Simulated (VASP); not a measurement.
# Rh (Pm-3m) in VASP: notebook

Runs on Rh. Level: PBE. Tasks: single point, relaxation of cell and atoms.

Program: VASP 6.6.1. These are calculated values, not measurements. Logs are shortened: lines on timing, memory, paths and dates and some standing lists are left out, and cuts for length are marked.

**1. The cell of the first run**

Symmetry: Pm-3m, No. 221, cubic system. Conventional cell: a = 2.059 Å, b = 2.059 Å, c = 2.059 Å, α = 90.00°, β = 90.00°, γ = 90.00°. Rh (site symmetry m-3m) has 6 Rh at 2.06 Å within 2.7 Å.

**2. Single point, PBE**

File INCAR:

```
SYSTEM = Rh
PREC = Accurate ; ENCUT = 520
EDIFF = 1E-6 ; ISMEAR = -1
SIGMA = 0.05 ; LREAL = .False.
LASPH = .True. ; NELM = 100
ALGO = Normal ; ISIF = 2
LWAVE = .False. ; LCHARG = .True.
GGA = PE ; LELF = .True.
LVHAR = .True. ; NBANDS = 14
```

File KPOINTS:

```
regular mesh
0
Gamma
  18 18 18
  0 0 0
```

File POSCAR:

```
Rh
1.0
    2.0589157754      0.0000000000      0.0000000000
    0.0000000000      2.0589157754      0.0000000000
    0.0000000000      0.0000000000      2.0589157754
Rh
1
Direct
    0.0000000000      0.0000000000      0.0000000000
```

Potentials or basis: VASP PAW PBE potentials, release 64 (Rh_pv).

Started as:

```console
cat potpaw_PBE.64/Rh_pv/POTCAR > POTCAR
mpirun -np 1 vasp_std > vasp.out
```

OUTCAR:

```text
SYSTEM = Rh
   PREC = Accurate
   ENCUT = 520
   EDIFF = 1E-6
   ISMEAR = -1
   LREAL = .False.
   LASPH = .True.
   NELM = 100
   ISIF = 2
   GGA = PE

 ion  position               nearest neighbor table
   1  0.000  0.000  0.000-

  LATTYP: Found a simple cubic cell.
 ALAT       =     2.0589157754

  Lattice vectors:

 A1 = (   2.0589157754,   0.0000000000,   0.0000000000)
 A2 = (   0.0000000000,   2.0589157754,   0.0000000000)
 A3 = (   0.0000000000,   0.0000000000,   2.0589157754)

Analysis of symmetry for initial positions (statically):
=====================================================================
 Subroutine PRICEL returns:
 Original cell was already a primitive cell.

 Routine SETGRP: Setting up the symmetry group for a
 simple cubic supercell.

 Subroutine GETGRP returns: Found 48 space group operations
[... 9 lines left out ...]

 Routine SETGRP: Setting up the symmetry group for a
 simple cubic supercell.

 Subroutine GETGRP returns: Found 48 space group operations
[... 11 lines left out ...]
                                     Primitive cell

  volume of cell :       8.7280

  direct lattice vectors                    reciprocal lattice vectors
     2.058915775  0.000000000  0.000000000     0.485692524  0.000000000  0.000000000
     0.000000000  2.058915775  0.000000000     0.000000000  0.485692524  0.000000000
     0.000000000  0.000000000  2.058915775     0.000000000  0.000000000  0.485692524

  length of vectors
     2.058915775  2.058915775  2.058915775     0.485692524  0.485692524  0.485692524

  position of ions in fractional coordinates (direct lattice)
     0.000000000  0.000000000  0.000000000

  ion indices of the primitive-cell ions
   primitive index   ion index
                 1           1

----------------------------------------------------------------------------------------

 KPOINTS: regular mesh

Automatic generation of k-mesh.
 Grid dimensions read from file:
 generate k-points for:   18   18   18

 Generating k-lattice:

  Cartesian coordinates                     Fractional coordinates (reciprocal lattice)
     0.026982918  0.000000000  0.000000000     0.055555556  0.000000000  0.000000000
     0.000000000  0.026982918  0.000000000     0.000000000  0.055555556  0.000000000
     0.000000000  0.000000000  0.026982918     0.000000000  0.000000000  0.055555556

  Length of vectors
     0.026982918  0.026982918  0.026982918

  Shift w.r.t. Gamma in fractional coordinates (k-lattice)
     0.000000000  0.000000000  0.000000000

 Subroutine IBZKPT returns following result:
 ===========================================

 Found    220 irreducible k-points:

 Following reciprocal coordinates:
            Coordinates               Weight
  0.000000  0.000000  0.000000      1.000000
  0.055556  0.000000  0.000000      6.000000
  0.111111  0.000000  0.000000      6.000000
  0.166667  0.000000  0.000000      6.000000
  0.222222  0.000000  0.000000      6.000000
  0.277778  0.000000  0.000000      6.000000
[... 16 lines left out ...]
  0.277778  0.111111  0.000000     24.000000
  0.333333  0.111111  0.000000     24.000000
 [... further k-points ...]
   k-points           NKPTS =    220   k-points in BZ     NKDIM =    220   number of bands    NBANDS=     14
   number of dos      NEDOS =    301   number of ions     NIONS =      1
   total plane-waves  NPLWV =   4096
   dimension x,y,z NGX =    16 NGY =   16 NGZ =   16
   dimension x,y,z NGXF=    32 NGYF=   32 NGZF=   32
   ions per type =               1
   NGX,Y,Z   is equivalent  to a cutoff of  12.92, 12.92, 12.92 a.u.
   NGXF,Y,Z  is equivalent  to a cutoff of  25.84, 25.84, 25.84 a.u.
 SYSTEM =  Rh
   PREC   = accura    normal or accurate (medium, high low for compatibility)
   ISTART =      0    job   : 0-new  1-cont  2-samecut
   ICHARG =      2    charge: 1-file 2-atom 10-const
   ISPIN  =      1    spin polarized calculation?
   LNONCOLLINEAR =      F non collinear calculations
   LSORBIT =      F    spin-orbit coupling
   LASPH  =      T    aspherical Exc in radial PAW
   ENCUT  =  520.0 eV  38.22 Ry    6.18 a.u.   3.83  3.83  3.83*2*pi/ulx,y,z
   NELM   =    100;   NELMIN=  2; NELMDL= -5     # of ELM steps
   EDIFF  = 0.1E-05   stopping-criterion for ELM
   LREAL  =      F    real-space projection
   EDIFFG = 0.1E-04   stopping-criterion for IOM
   NSW    =      0    number of steps for IOM
   IBRION =     -1    ionic relax: 0-MD 1-quasi-New 2-CG
   NFREE  =      0    steps in history (QN), initial steepest desc. (CG)
   ISIF   =      2    stress and relaxation
   ISYM   =      2    0-nonsym 1-usesym 2-fastsym
   POTIM  = 0.5000    time-step for ionic-motion
   TEBEG  =    0.0;   TEEND  =   0.0 temperature during run
   PSTRESS=    0.0 pullay stress
   NELECT =      15.0000    total number of electrons
   NUPDOWN=      -1.0000    fix difference up-down
   EMIN   =  10.00;   EMAX   =-10.00  energy-range for DOS
   EFERMI =   0.00;   METHOD = LEGACY
[... 113 lines left out ...]
      4      11.2464      2.00000
      5      12.2042      2.00000
      6      15.4714      2.00000
      7      21.8897      2.00000
      8      21.8897      2.00000
      9      24.9983      0.00000
     10      37.6095      0.00000
     11      42.3499      0.00000
     12      45.1012      0.00000
     13      48.1512      0.00000
     14      48.1512      0.00000

 k-point     6 :       0.2778    0.0000    0.0000
  band No.  band energies     occupation
      1     -27.2331      2.00000
      2     -24.2623      2.00000
      3     -24.2623      2.00000
      4      11.5096      2.00000
      5      12.7792      2.00000
      6      17.3473      2.00000
      7      20.9134      2.00000
      8      20.9134      2.00000
      9      25.1059      0.00000
     10      36.0644      0.00000
     11      42.3500      0.00000
     12      43.0851      0.00000
     13      49.5980      0.00000
     14      49.5980      0.00000

 k-point     7 :       0.3333    0.0000    0.0000
  band No.  band energies     occupation
      1     -27.9065      2.00000
      2     -24.1892      2.00000
      3     -24.1892      2.00000
      4      11.7682      2.00000
      5      13.3879      2.00000
      6      19.0461      2.00000
      7      20.0736      2.00000
      8      20.0736      2.00000
      9      25.2087      0.00000
     10      35.1464      0.00000
     11      41.4564      0.00000
     12      42.3504      0.00000
     13      50.9592      0.00000
     14      50.9592      0.00000
[... 205 lines left out ...]
 k-point    20 :       0.1111    0.1111    0.0000
  band No.  band energies     occupation
      1     -25.0776      2.00000
      2     -25.0213      2.00000
      3     -24.4186      2.00000
      4      11.2007      2.00000
      5      12.0910      2.00000
      6      12.8120      2.00000
      7      22.9096      0.04024
      8      23.7703      0.00000
      9      24.0726      0.00000
     10      42.3170      0.00000
     11      42.6243      0.00000
     12      42.7597      0.00000
     13      46.7142      0.00000
     14      49.8554      0.00000

 k-point    21 :       0.1667    0.1111    0.0000
  band No.  band energies     occupation
      1     -25.6824      2.00000
      2     -24.9841      2.00000
      3     -24.3611      2.00000
      4      11.4469      2.00000
      5      12.6422      2.00000
      6      13.9001      2.00000
      7      22.0278      2.00000
      8      22.9725      0.01162
      9      24.0541      0.00000
     10      40.5325      0.00000
     11      42.3466      0.00000
     12      43.6587      0.00000
     13      48.0280      0.00000
     14      48.2493      0.00000

 k-point    22 :       0.2222    0.1111    0.0000
  band No.  band energies     occupation
      1     -26.4186      2.00000
      2     -24.9066      2.00000
      3     -24.2900      2.00000
      4      11.7294      2.00000
      5      13.0961      2.00000
      6      15.4242      2.00000
      7      21.2117      2.00000
      8      21.9805      2.00000
      9      24.1593      0.00000
     10      38.5233      0.00000
     11      42.3477      0.00000
     12      44.3514      0.00000
     13      46.7480      0.00000
     14      49.5102      0.00000

 k-point    23 :       0.2778    0.1111    0.0000
  band No.  band energies     occupation
      1     -27.1639      2.00000
      2     -24.8227      2.00000
      3     -24.2135      2.00000
      4      12.0295      2.00000
      5      13.5971      2.00000
      6      16.7046      2.00000
      7      20.8979      2.00000
      8      21.0199      2.00000
      9      24.2814      0.00000
     10      36.8499      0.00000
     11      42.3483      0.00000
     12      43.6678      0.00000
     13      46.7673      0.00000
     14      51.0019      0.00000

 k-point    24 :       0.3333    0.1111    0.0000
  band No.  band energies     occupation
      1     -27.8330      2.00000
      2     -24.7429      2.00000
      3     -24.1410      2.00000
      4      12.3163      2.00000
      5      14.1406      2.00000
      6      17.0584      2.00000
      7      20.1906      2.00000
      8      21.5563      2.00000
      9      24.3999      0.00000
     10      35.7060      0.00000
     11      42.3425      0.00000
     12      42.3871      0.00000
     13      47.6019      0.00000
     14      52.4191      0.00000

 [... further k-points ...]
[... 5 lines left out ...]
  --------------------------------------------------------------------------------------
  -------------------------------------------------------------------------------------
  Total       29.0001537     29.0001537     29.0001537     -0.0000000     -0.0000000     -0.0000000
  in kB     5323.4740182   5323.4740182   5323.4740182     -0.0000000     -0.0000000     -0.0000000
  external PRESSURE =    5323.4740182 kB  Pullay stress =       0.0000000 kB

 VOLUME and BASIS-vectors are now :
 -----------------------------------------------------------------------------
  energy-cutoff  :      520.00
  volume of cell :        8.73
      direct lattice vectors                 reciprocal lattice vectors
     2.058915775  0.000000000  0.000000000     0.485692524  0.000000000  0.000000000
     0.000000000  2.058915775  0.000000000     0.000000000  0.485692524  0.000000000
     0.000000000  0.000000000  2.058915775     0.000000000  0.000000000  0.485692524

 POSITION                                       TOTAL-FORCE (eV/Angst)
 -----------------------------------------------------------------------------------
      0.00000      0.00000      0.00000         0.000000      0.000000      0.000000
 -----------------------------------------------------------------------------------
    total drift:                               -0.000000      0.000000      0.000000

  FREE ENERGIE OF THE ION-ELECTRON SYSTEM (eV)
  ---------------------------------------------------
  free  energy   TOTEN  =         0.4355375332 eV

  energy  without entropy=        0.4424731872  energy(sigma->0) =        0.43900536
```

It took 13 s on 1 thread of AMD EPYC 9R14 (Zen 4), shared host; peak memory 0.1 GiB.

Results:

| Item | Value |
| --- | --- |
| Free energy | 0.4355 eV |
| Pressure | 532.3 GPa |

Levels at points of the mesh, in eV from the Fermi level:
```tsv
k point	band 3	band 4	band 5	band 6	band 7	band 8	band 9	band 10	band 11	band 12
(0.00, 0.00, 0.00)	-47.23	-12.05	-12.05	-11.31	2.03	2.03	2.03	19.63	21.51	21.51
(0.50, 0.00, 0.00)	-46.79	-10.53	-8.18	-3.82	-3.82	-1.63	2.65	13.01	16.55	19.64
(0.50, 0.50, 0.00)	-46.38	-14.04	-7.75	-2.62	-2.62	6.05	7.90	7.90	18.55	19.63
(0.50, 0.50, 0.50)	-50.27	-11.37	-11.37	-11.37	6.28	6.48	6.48	19.63	21.36	21.36
```

**3. Single point, PBE**

File INCAR:

```
SYSTEM = Rh
PREC = Accurate
ENCUT = 520
EDIFF = 1E-6
ISMEAR = -1
SIGMA = 0.05
LREAL = .FALSE.
LASPH = .TRUE.
NELM = 100
ALGO = Normal
ISIF = 2
LWAVE = .FALSE.
LCHARG = .FALSE.
GGA = PE
NBANDS = 14
```

File KPOINTS:

```
Automatic mesh
0
G
  18 18 18
  0 0 0
```

File POSCAR:

```
Rh
1.0
    2.0594200230      0.0000000000      0.0000000000
    0.0000000000      2.0594200230      0.0000000000
    0.0000000000      0.0000000000      2.0594200230
Rh
1
Direct
    0.0000000000      0.0000000000      0.0000000000
```

Potentials or basis: VASP PAW PBE potentials, release 64 (Rh_pv).

Started as:

```console
cat potpaw_PBE.64/Rh_pv/POTCAR > POTCAR
mpirun -np 1 vasp_std > vasp.out
```

Wall time 12 s (1 thread of AMD EPYC 9R14 (Zen 4), shared host); peak memory 0.1 GiB.

Results (log left out):

| Item | Value |
| --- | --- |
| Free energy | 0.4142 eV |
| Pressure | 530.8 GPa |

Levels at points of the mesh, in eV from the Fermi level:
| k point | band 4 | band 5 | band 6 | band 7 | band 8 | band 9 | band 10 | band 11 |
| --- | --- | --- | --- | --- | --- | --- | --- | --- |
| (0.00, 0.00, 0.00) | -12.04 | -12.04 | -11.31 | 2.03 | 2.03 | 2.03 | 19.63 | 21.50 |
| (0.50, 0.00, 0.00) | -10.52 | -8.18 | -3.81 | -3.81 | -1.63 | 2.65 | 13.00 | 16.56 |
| (0.50, 0.50, 0.00) | -14.03 | -7.74 | -2.62 | -2.62 | 6.05 | 7.89 | 7.89 | 18.54 |
| (0.50, 0.50, 0.50) | -11.36 | -11.36 | -11.36 | 6.29 | 6.48 | 6.48 | 19.64 | 21.35 |

**4. Relaxation of cell and atoms, PBE, target pressure 520 GPa, at which the enthalpy is minimised**

This run uses another cell than the first one, of 8.44 Å³/atom, 0.966 times its volume.

File INCAR:

```
SYSTEM = Rh
  ALGO = Normal
  EDIFF = 1E-6
  EDIFFG = -0.005
  ENCUT = 600
  GGA = PE
  IBRION = 2
  ISIF = 3
  ISMEAR = -1
  LASPH = .TRUE.
  LCHARG = .FALSE.
  LREAL = .FALSE.
  LWAVE = .FALSE.
  NELM = 60
  NSW = 60
  PREC = Accurate
  PSTRESS = 5200.0
  SIGMA = 0.05
```

File KPOINTS:

```
k-points
0
G
  18 18 18
  0 0 0
```

File POSCAR:

```
Rh
1.0
    2.0356328907      0.0000000000      0.0000000000
    0.0000000000      2.0356328907      0.0000000000
    0.0000000000      0.0000000000      2.0356328907
Rh
1
Direct
    0.0000000000      0.0000000000      0.0000000000
```

Started as:

```console
cat potpaw_PBE.64/Rh_pv/POTCAR > POTCAR
mpirun -np 1 vasp_std > vasp.out
```

Wall time 51 s (1 thread of AMD EPYC 9R14 (Zen 4), shared host); peak memory 0.11 GiB.

It converged, with:

| Property | Result |
| --- | --- |
| Free energy | 0.2669 eV |
| Relaxed volume | 8.78 Å³/atom |
| Relaxed cell | a = 2.063 Å, b = 2.063 Å, c = 2.063 Å, α = 90.00°, β = 90.00°, γ = 90.00° |
| Space group after relaxing (to 0.05 Å) | Pm-3m (No. 221) |
| Energy change on relaxing (the enthalpy is what falls) | -1209.3 meV/atom |
| Ionic steps | 15 |
| Pressure after relaxing | 520.0 GPa |

The path:
```csv
step,energy change (eV),largest force (eV/Å),pressure (GPa),volume (Å³)
1,0.0000,0.0000,607.90,8.44
2,-7.9011,0.0000,10.37,15.44
3,-1.6999,0.0000,484.52,8.94
4,-1.2240,0.0000,518.97,8.78
5,-1.2011,0.0000,520.59,8.78
6,-1.2018,0.0000,520.61,8.78
7,-1.2041,0.0000,520.39,8.78
8,-1.2041,0.0000,520.40,8.78
9,-1.2042,0.0000,520.39,8.78
10,-1.2043,0.0000,520.39,8.78
11,-1.2044,0.0000,520.38,8.78
12,-1.2047,0.0000,520.37,8.78
13,-1.2054,0.0000,520.34,8.78
14,-1.2067,0.0000,520.29,8.78
15,-1.2093,0.0000,520.01,8.78
```

Final structure:
```cif
data_structure
_symmetry_space_group_name_H-M 'P 1'
_symmetry_Int_Tables_number 1
_cell_length_a 2.0630
_cell_length_b 2.0630
_cell_length_c 2.0630
_cell_angle_alpha 90.000
_cell_angle_beta 90.000
_cell_angle_gamma 90.000
_cell_volume 8.78
loop_
_atom_site_label
_atom_site_type_symbol
_atom_site_fract_x
_atom_site_fract_y
_atom_site_fract_z
_atom_site_occupancy
Rh1 Rh 0.00000 0.00000 0.00000 1
```

Levels at points of the mesh, in eV from the Fermi level:
| k point | band 5 | band 6 | band 7 | band 8 | band 9 | band 10 |
| --- | --- | --- | --- | --- | --- | --- |
| (0.00, 0.00, 0.00) | -11.96 | -11.27 | 2.02 | 2.02 | 2.02 | 19.65 |
| (0.50, 0.00, 0.00) | -8.14 | -3.78 | -3.78 | -1.62 | 2.63 | 12.92 |
| (0.50, 0.50, 0.00) | -7.70 | -2.59 | -2.59 | 6.00 | 7.87 | 7.87 |

Caveat: the cell is relaxed towards a set pressure, so the enthalpy falls and the energy may rise.

**5. Relaxation of cell and atoms, PBE, target pressure 520 GPa, at which the enthalpy is minimised**

File INCAR:

```
SYSTEM = Rh
PREC = Accurate ; ENCUT = 600
EDIFF = 1E-7 ; ISMEAR = -1
SIGMA = 0.05 ; LREAL = .FALSE.
LASPH = .TRUE. ; NELM = 60
ALGO = Normal ; ISIF = 3
LWAVE = .FALSE. ; LCHARG = .FALSE.
GGA = PE ; IBRION = 2
NSW = 32 ; EDIFFG = -0.005
PSTRESS = 5200.0
```

File KPOINTS:

```
Automatic mesh
0
G
  18 18 18
  0 0 0
```

File POSCAR:

```
Rh
1.0
    2.0589157754      0.0000000000      0.0000000000
    0.0000000000      2.0589157754      0.0000000000
    0.0000000000      0.0000000000      2.0589157754
Rh
1
Direct
    0.0000000000      0.0000000000      0.0000000000
```

Started as:

```console
cat potpaw_PBE.64/Rh_pv/POTCAR > POTCAR
mpirun -np 1 vasp_std > vasp.out
```

Run time: 28 s. Hardware: 1 thread of AMD EPYC 9R14 (Zen 4), shared host; peak memory 0.11 GiB.

It converged, with:

```
Free energy                                            : 0.2657 eV
Relaxed volume                                         : 8.78 Å³/atom
Relaxed cell                                           : a = 2.063 Å, b = 2.063 Å, c = 2.063 Å, α = 90.00°, β = 90.00°, γ = 90.00°
Space group after relaxing (to 0.05 Å)                 : Pm-3m (No. 221)
Energy change on relaxing (the enthalpy is what falls) : -169.7 meV/atom
Ionic steps                                            : 4
Pressure after relaxing                                : 520.0 GPa
```

The path:
```
step  energy change (eV)  largest force (eV/Å)  pressure (GPa)  volume (Å³)
   1              0.0000                0.0000          532.29         8.73
   2             -2.3980                0.0000          359.51         9.60
   3             -0.1787                0.0000          519.35         8.78
   4             -0.1697                0.0000          519.99         8.78
```

Final structure:
```yaml
crystal:
  lattice:
    - [2.06297, 0.00000, 0.00000]
    - [0.00000, 2.06297, 0.00000]
    - [0.00000, 0.00000, 2.06297]
  atoms:
    - { symbol: Rh, position: [0.00000, 0.00000, 0.00000] }
```

Levels at points of the mesh, in eV from the Fermi level:
| k point | band 4 | band 5 | band 6 | band 7 | band 8 | band 9 | band 10 | band 11 |
| --- | --- | --- | --- | --- | --- | --- | --- | --- |
| (0.00, 0.00, 0.00) | -11.96 | -11.96 | -11.27 | 2.02 | 2.02 | 2.02 | 19.65 | 21.46 |
| (0.50, 0.00, 0.00) | -10.45 | -8.14 | -3.78 | -3.78 | -1.62 | 2.63 | 12.92 | 16.59 |
| (0.50, 0.50, 0.00) | -13.93 | -7.70 | -2.59 | -2.59 | 6.00 | 7.87 | 7.87 | 18.50 |
| (0.50, 0.50, 0.50) | -11.27 | -11.27 | -11.27 | 6.35 | 6.43 | 6.43 | 19.65 | 21.23 |

Caveat: the cell is relaxed towards a set pressure, so the enthalpy falls and the energy may rise.

**6. Summary**

```tsv
task	cell	cutoff (eV)	gap on the mesh (eV)	pressure (GPa)
single point	a = 2.059 Å, 1 atom	520	none	530.8
relaxation of cell and atoms	relaxed to 520 GPa from a = 2.036 Å, 1 atom	600	none	520.0
relaxation of cell and atoms	relaxed to 520 GPa from a = 2.059 Å, 1 atom	600	none	520.0
```

Alike in all rows: level PBE; potentials or basis VASP PAW PBE potentials, release 64 (Rh_pv); no spin polarisation; k mesh 18 × 18 × 18; smearing fermi-dirac 0.05 eV.

Caveats: the cell is relaxed towards a set pressure, so the enthalpy falls and the energy may rise (some runs).

Total energies depend on the potentials used, so only differences within one code and one set of settings carry meaning.
